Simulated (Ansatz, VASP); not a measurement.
## MgSnSb2: VASP beside Ansatz

```
Mg Sb Sn
1.0
     4.57613    0.00000    0.00000
     0.00000    4.57613    0.00000
     0.00000    0.00000    6.53395
Mg Sb Sn
1 2 1
Direct
  0.00000 0.00000 0.00000
  0.00000 0.50000 0.24263
  0.50000 0.00000 0.75737
  0.50000 0.50000 0.50000
```

Alike in both runs: task single point; functional r2SCAN; dispersion rVV10; k mesh 6 × 6 × 4; occupations fermi-dirac, width 0.03 eV; no spin polarisation.

|  | VASP | Ansatz |
| --- | --- | --- |
| version | VASP 6.6.1 | Ansatz 0.2.0 |
| potentials or method | VASP PAW PBE potentials, release 64 (Mg, Sb, Sn_d) | plane waves, PAW |
| plane-wave cutoff (eV) | 660 | 500 |
| valence electrons in the cell | 26 | 54 |

|  | VASP | Ansatz | Ansatz less VASP |
| --- | --- | --- | --- |
| pressure (GPa) | 0.2 | 0.0 | -0.15 |
| rms of the force components (eV/Å) | 0.010 | 0.003 | -0.0074 |

VASP's potentials were made for PBE, not for r2SCAN. VASP's potentials hold 26 valence electrons a cell and Ansatz's 54, so a difference there can come from the potentials and not from the codes.

Spin-orbit coupling is off throughout.
